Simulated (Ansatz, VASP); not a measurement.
# One calculation of Fe, two programs

File INCAR:

```
PREC = Accurate ; ENCUT = 600
EDIFF = 1E-6 ; ISMEAR = -1
SIGMA = 0.05 ; LREAL = False
LASPH = True ; NELM = 200
ALGO = Normal ; ISIF = 2
LWAVE = False ; LCHARG = True
ISPIN = 2 ; MAGMOM = 3
LORBIT = 11 ; LMAXMIX = 4
GGA = CA ; LELF = True
LVHAR = True ; NBANDS = 18
GGA_COMPAT = False
```

Contents of KPOINTS:

```
Automatic mesh
0
Gamma
  13 13 13
```

The input POSCAR:

```
Fe
1.0
    0.0000000000      1.9154967481      1.9385464314
    1.4781880421      0.0000000000      1.9385464314
    1.4781880421      1.9154967481      0.0000000000
Fe
1
Direct
    0.0000000000      0.0000000000      0.0000000000
```

File input.yaml:

```yaml
crystal:
  lattice:
    - [0.0, 1.9154967481, 1.9385464314]
    - [1.4781880421, 0.0, 1.9385464314]
    - [1.4781880421, 1.9154967481, 0.0]
  atoms:
    - { symbol: Fe, position: [0.0, 0.0, 0.0], spin: 3.0 }
hamiltonian:
  xc: lda
  pseudopotentials: { kind: paw }
magnetization:
  spin_polarized: true
kpoints:
  mp_grid: { grid: [13, 13, 13] }
scf:
  occupations: { method: fermi_dirac, width: 0.05 }
output:
  forces: true
  stress: true
  eigenvalues: true
```

Alike in both runs: task single point; functional LDA; k mesh 13 × 13 × 13; occupations fermi-dirac, width 0.05 eV; collinear spin.

```csv
,VASP,Ansatz
version,VASP 6.6.1,Ansatz 0.2.0
potentials or method,"VASP PAW LDA potentials, release 64 (Fe_sv)",Ansatz PAW
plane-wave cutoff (eV),600,420
valence electrons in the cell,16,16
```

VASP gave:

* gap on the k mesh at the Fermi level (eV): none
* pressure (GPa): -16.0
* traceless stress, the component that is largest in VASP (GPa): -6.77
* net moment per atom (μB): 2.02
* size of the moment on the site where the two differ most (μB): 1.99

Task: What did Ansatz give for the same quantities?

Result: gap on the k mesh at the Fermi level (eV): none; pressure (GPa): -11.8; traceless stress, the component that is largest in VASP (GPa): -6.70; net moment per atom (μB): 2.06; size of the moment on the site where the two differ most (μB): 2.07.

LDA's correlation is that of Perdew and Zunger in VASP and of Perdew and Wang (1992) in Ansatz. Site moments also hang on the region over which each program counts them. A gap of «none» marks a metal or a gap that the smearing closes.
